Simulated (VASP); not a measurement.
# MnB5 (F-43m) in VASP: notebook, part 2 of 2

VASP 6.6.1. The steps go on from the part before.

### 3 Relaxation of cell and atoms, PBE, collinear spin, ferromagnetic start

This run uses another cell than the first one, of 8.61 Å³/atom.

INCAR reads:

```
  ALGO = Normal
  EDIFF = 1E-6
  EDIFFG = -0.04
  ENCUT = 600
  GGA = PE
  IBRION = 2
  ISIF = 3
  ISMEAR = 0
  ISPIN = 2
  LASPH = T
  LCHARG = F
  LMAXMIX = 4
  LORBIT = 11
  LREAL = F
  LWAVE = F
  MAGMOM = 4 0 0 0 0 0
  NELM = 150
  NSW = 90
  PREC = Accurate
  SIGMA = 0.1
```

KPOINTS reads:

```
k-points
0
Gamma
  6 6 6
```

POSCAR reads:

```
MnB5
1.0
    0.0000000000      2.9563987100      2.9563987100
    2.9563987100      0.0000000000      2.9563987100
    2.9563987100      2.9563987100      0.0000000000
Mn B
1 5
Direct
    0.0000000000      0.0000000000      0.0000000000
    0.2500000000      0.2500000000      0.2500000000
    0.1250000000      0.6250000000      0.6250000000
    0.6250000000      0.6250000000      0.6250000000
    0.6250000000      0.1250000000      0.6250000000
    0.6250000000      0.6250000000      0.1250000000
```

Potentials or basis: VASP PAW PBE potentials, release 64 (Mn_pv, B).

On the command line:

```bash
cat potpaw_PBE.64/Mn_pv/POTCAR potpaw_PBE.64/B/POTCAR > POTCAR
mpirun -np 1 vasp_std > vasp.out
```

OUTCAR:

```text
EDIFF = 1E-6
   EDIFFG = -0.04
   ENCUT = 600
   GGA = PE
   IBRION = 2
   ISIF = 3
   ISMEAR = 0
   ISPIN = 2
   LASPH = T
   LORBIT = 11
   LREAL = F
   NELM = 150
   NSW = 90
   PREC = Accurate

 ion  position               nearest neighbor table
   1  0.000  0.000  0.000-   5 2.45   3 2.45   4 2.45   6 2.45   4 2.45   6 2.45   3 2.45   6 2.45
                             5 2.45   3 2.45   5 2.45   4 2.45   2 2.56   2 2.56   2 2.56   2 2.56
   2  0.250  0.250  0.250-   1 2.56   1 2.56   1 2.56   1 2.56
   3  0.125  0.625  0.625-   4 2.09   6 2.09   5 2.09   4 2.09   5 2.09   6 2.09   1 2.45   1 2.45
                             1 2.45
   4  0.625  0.625  0.625-   3 2.09   5 2.09   6 2.09   6 2.09   5 2.09   3 2.09   1 2.45   1 2.45
                             1 2.45
   5  0.625  0.125  0.625-   4 2.09   6 2.09   3 2.09   4 2.09   6 2.09   3 2.09   1 2.45   1 2.45
                             1 2.45
   6  0.625  0.625  0.125-   4 2.09   3 2.09   4 2.09   5 2.09   5 2.09   3 2.09   1 2.45   1 2.45
                             1 2.45

  LATTYP: Found a face centered cubic cell.
 ALAT       =     5.9127974200

  Lattice vectors:

 A1 = (   0.0000000000,   2.9563987100,   2.9563987100)
 A2 = (   2.9563987100,   0.0000000000,   2.9563987100)
 A3 = (   2.9563987100,   2.9563987100,   0.0000000000)

Analysis of symmetry for initial positions (statically):
=====================================================================
 Subroutine PRICEL returns:
 Original cell was already a primitive cell.

 Routine SETGRP: Setting up the symmetry group for a
[... 196 lines left out ...]
 k-point     1 :       0.0000    0.0000    0.0000
  band No.  band energies     occupation
      1     -40.6179      1.00000
      2     -40.6179      1.00000
      3     -40.6179      1.00000
      4      -7.1893      1.00000
      5       0.0592      1.00000
      6       1.7878      1.00000
[... 979 lines left out ...]
 number of electron      28.0000003 magnetization      -0.0000085

 number of electron      28.0000003 magnetization       0.0000038

 Free energy of the ion-electron system (eV)
  ---------------------------------------------------
  ext. energy  EPLUGINS =         0.00000000
  ---------------------------------------------------
  free energy    TOTEN  =       -39.19118434 eV

  energy without entropy =      -39.18829490  energy(sigma->0) =      -39.18973962

 E-fermi :  11.9025     XC(G=0): -13.4816

 val. band max:       11.3602225697   @ k =   0.5000   0.1667   0.0000
 cond. band min:      11.9332579315   @ k =  -0.1667   0.1667   0.0000
 fundamental gap:      0.5730353618
 Fermi energy:        11.9025273971

 spin component 1

 k-point     1 :       0.0000    0.0000    0.0000
  band No.  band energies     occupation
      1     -37.2340      1.00000
      2     -37.2340      1.00000
      3     -37.2340      1.00000
      4      -6.5786      1.00000
      5       1.4158      1.00000
      6       3.2640      1.00000
[... 761 lines left out ...]
  FREE ENERGIE OF THE ION-ELECTRON SYSTEM (eV)
  ---------------------------------------------------
  free  energy   TOTEN  =       -39.1911843379 eV

  energy  without entropy=      -39.1882948958  energy(sigma->0) =      -39.18973962

 reached required accuracy - stopping structural energy minimisation

 total charge

# of ion       s       p       d       tot
------------------------------------------
    1        0.332   6.477   5.522  12.330
    2        0.724   0.897   0.000   1.622
    3        0.640   1.228   0.000   1.868
    4        0.640   1.228   0.000   1.868
    5        0.640   1.228   0.000   1.868
    6        0.640   1.228   0.000   1.868
--------------------------------------------------
tot          3.617  12.286   5.522  21.425

 magnetization (x)

# of ion       s       p       d       tot
------------------------------------------
    1        0.000  -0.000   0.000   0.000
    2       -0.000  -0.000   0.000  -0.000
    3       -0.000  -0.000   0.000  -0.000
    4       -0.000  -0.000   0.000  -0.000
    5       -0.000  -0.000   0.000  -0.000
    6       -0.000  -0.000   0.000  -0.000
--------------------------------------------------
tot         -0.000  -0.000   0.000   0.000
```

OSZICAR:

```text
N       E                     dE             d eps       ncg     rms          rms(c)
DAV:   1     0.192319818210E+03    0.19232E+03   -0.15769E+04  1288   0.160E+03
DAV:   2    -0.263331569098E+02   -0.21865E+03   -0.21027E+03  1300   0.382E+02
DAV:   3    -0.404260114575E+02   -0.14093E+02   -0.13447E+02  1824   0.846E+01
[... 70 lines left out ...]
DAV:   2    -0.394508206195E+02   -0.21670E+00   -0.23269E+00  1648   0.147E+01    0.515E+00
DAV:   3    -0.391912210922E+02    0.25960E+00   -0.13480E+00  1648   0.111E+01    0.243E-01
DAV:   4    -0.391912515945E+02   -0.30502E-04   -0.95924E-03  1392   0.634E-01    0.980E-02
DAV:   5    -0.391911867555E+02    0.64839E-04   -0.38857E-04  1656   0.197E-01    0.369E-02
DAV:   6    -0.391911846658E+02    0.20897E-05   -0.38369E-05  1576   0.684E-02    0.629E-03
DAV:   7    -0.391911843379E+02    0.32796E-06   -0.23374E-06  1032   0.165E-02
   7 F= -.39191184E+02 E0= -.39189740E+02  d E =-.102388E-02  mag=    -0.0000
```

CONTCAR:

```text
MnB5
   1.00000000000000
    -0.0000000000000000    2.6806313598641527    2.6806313598641527
     2.6806313598641527   -0.0000000000000000    2.6806313598641527
     2.6806313598641527    2.6806313598641527   -0.0000000000000000
  Mn              B
     1     5
Direct
     0.0000000000000000    0.0000000000000000    0.0000000000000000
     0.2500000000000000    0.2500000000000000    0.2500000000000000
     0.1194435695809760    0.6268521434730079    0.6268521434730079
     0.6268521434730079    0.6268521434730079    0.6268521434730079
     0.6268521434730079    0.1194435695809760    0.6268521434730079
     0.6268521434730079    0.6268521434730079    0.1194435695809760

  0.00000000E+00  0.00000000E+00  0.00000000E+00
  0.00000000E+00  0.00000000E+00  0.00000000E+00
  0.00000000E+00  0.00000000E+00  0.00000000E+00
  0.00000000E+00  0.00000000E+00  0.00000000E+00
  0.00000000E+00  0.00000000E+00  0.00000000E+00
  0.00000000E+00  0.00000000E+00  0.00000000E+00
```

Wall time 1.9 min (1 thread of Intel Xeon 6975P-C (Granite Rapids), shared host); peak memory 0.26 GiB.

Results:

```yaml
Free_energy: -39.1912 eV
Relaxed_volume: 6.42 Å³/atom
Relaxed_cell: a = 3.791 Å, b = 3.791 Å, c = 3.791 Å, α = 60.00°, β = 60.00°, γ = 60.00°
Space_group_after_relaxing_to_0.1_Å: F-43m (No. 216)
Energy_gained_by_relaxing: 428.2 meV/atom
Ionic_steps: 7
Pressure_after_relaxing: 0.8 GPa
Band_gap_on_the_k_mesh: zero (filled and empty bands overlap)
Net_moment: 0.00 μB per cell
Valence_electrons_inside_the_program's_atomic_spheres: Mn 12.33; B 1.62, 1.87 (each value once)
```

The path:
```csv
step,energy change (eV),largest force (eV/Å),pressure (GPa),volume (Å³)
1,0.0000,0.3793,-48.49,51.68
2,-2.0778,0.1874,42.23,34.53
3,-2.5681,0.1320,0.25,38.61
4,-2.5665,0.1448,-1.94,38.85
5,-2.5684,0.0096,-1.72,38.85
6,-2.5684,0.0009,-1.50,38.85
7,-2.5694,0.0000,0.80,38.52
```

Final structure:
```cif
data_structure
_symmetry_space_group_name_H-M 'P 1'
_symmetry_Int_Tables_number 1
_cell_length_a 3.7910
_cell_length_b 3.7910
_cell_length_c 3.7910
_cell_angle_alpha 60.000
_cell_angle_beta 60.000
_cell_angle_gamma 60.000
_cell_volume 38.52
loop_
_atom_site_label
_atom_site_type_symbol
_atom_site_fract_x
_atom_site_fract_y
_atom_site_fract_z
_atom_site_occupancy
Mn1 Mn 0.00000 0.00000 0.00000 1
B1 B 0.25000 0.25000 0.25000 1
B2 B 0.11944 0.62685 0.62685 1
B3 B 0.62685 0.62685 0.62685 1
B4 B 0.62685 0.11944 0.62685 1
B5 B 0.62685 0.62685 0.11944 1
```

Caveat: the volume moved by over 15 % at a fixed basis, so the end points are rough.
